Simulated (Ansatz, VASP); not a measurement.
**Two plane-wave programs on AlN**

```
Al N
1.0
     0.00000    2.03734    1.97800
     2.03734    0.00000    1.97800
     2.03734    2.03734    0.00000
Al N
1 1
Direct
  0.00000 0.00000 0.00000
  0.50000 0.50000 0.50000
```

Change from the starting cell: equal xx and yy strain of +3 %, PAW files.

Alike in both runs: task electric field gradients; functional LDA; k mesh 10 × 10 × 10; occupations fermi-dirac, width 0.02 eV; no spin polarisation.

|  | VASP | Ansatz |
| --- | --- | --- |
| version | VASP 6.6.1 | Ansatz 0.2.0 |
| potentials or method | VASP PAW LDA potentials, release 64 (Al, N) | PAW with Ansatz's default frozen-core files, scalar-relativistic |
| plane-wave cutoff (eV) | 520 | 420 |
| valence electrons in the cell | 8 | 8 |

```tsv
	VASP	Ansatz	Ansatz less VASP
gap on the k mesh at the Fermi level (eV)	4.28	4.29	+0.014
pressure (GPa)	-3.7	-4.3	-0.61
traceless stress, the component that is largest in VASP (GPa)	5.89	5.71	-0.186
size of Vzz on the site where it differs most (V/Å²)	11.7	11.0	-0.68
```

LDA's correlation is that of Perdew and Zunger in VASP and of Perdew and Wang (1992) in Ansatz.
